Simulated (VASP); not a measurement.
Set up this calculation in VASP 6.6.1, as the native input.

| Item | Value |
| --- | --- |
| Task | single point |
| Functional | PBE |
| Potentials or basis | VASP PAW PBE potentials, release 64 (Zn, Se) |
| Cutoff | 520 eV |
| k mesh | 1 × 1 × 11 |
| Occupations | gaussian, width 0.05 eV |
| Spin | no spin polarisation |
| Dipole correction | no |
| Further INCAR settings | LREAL = Auto; ALGO = Normal; EDIFF = 1e-07; NBANDS = 86 |

The structure of ZnSe lies in POSCAR:

```
ZnSe
1.0
   17.4000000000      0.0000000000      0.0000000000
    0.0000000000     17.7000000000      0.0000000000
    0.0000000000      0.0000000000      3.9839646585
Zn Se
8 8
Direct
    0.7369014731      0.5610902094      0.5000000000
    0.6235614858      0.7078396442      1.0000000000
    0.4378561577      0.7328579176      0.5000000000
    0.2885538738      0.6214625274      1.0000000000
    0.2630985269      0.4389097906      0.5000000000
    0.3764385142      0.2921603558      1.0000000000
    0.5621438423      0.2671420824      0.5000000000
    0.7114461262      0.3785374726      1.0000000000
    0.7396432518      0.6365786614      1.0000000000
    0.5712066438      0.7631355220      0.5000000000
    0.3610660526      0.7355626176      1.0000000000
    0.2322980594      0.5700006506      0.5000000000
    0.2603567482      0.3634213386      1.0000000000
    0.4287933562      0.2368644780      0.5000000000
    0.6389339474      0.2644373824      1.0000000000
    0.7677019406      0.4299993494      0.5000000000
```

The input as run:

INCAR

```
SYSTEM = ZnSe
  PREC = Accurate
  ENCUT = 520
  EDIFF = 1E-7
  ISMEAR = 0
  SIGMA = 0.05
  LREAL = Auto
  LASPH = .TRUE.
  NELM = 60
  ALGO = Normal
  ISIF = 2
  LWAVE = .FALSE.
  LCHARG = .FALSE.
  GGA = PE
  NBANDS = 86
```

KPOINTS

```
Automatic mesh
0
G
  1 1 11
  0 0 0
```

Potentials or basis: VASP PAW PBE potentials, release 64 (Zn, Se).

Launch:

```bash
$ cat potpaw_PBE.64/Zn/POTCAR potpaw_PBE.64/Se/POTCAR > POTCAR
$ mpirun -np 1 vasp_std > vasp.out
```

Results of the run:

```json
{
 "Largest force": "0.037 eV/Å",
 "Band gap on the k mesh": "2.14 eV"
}
```

Run time: 28 min on 1 thread of Intel(R) Xeon(R) Platinum 8488C (Sapphire Rapids), with other jobs on the host, peak memory 1.2 GiB.
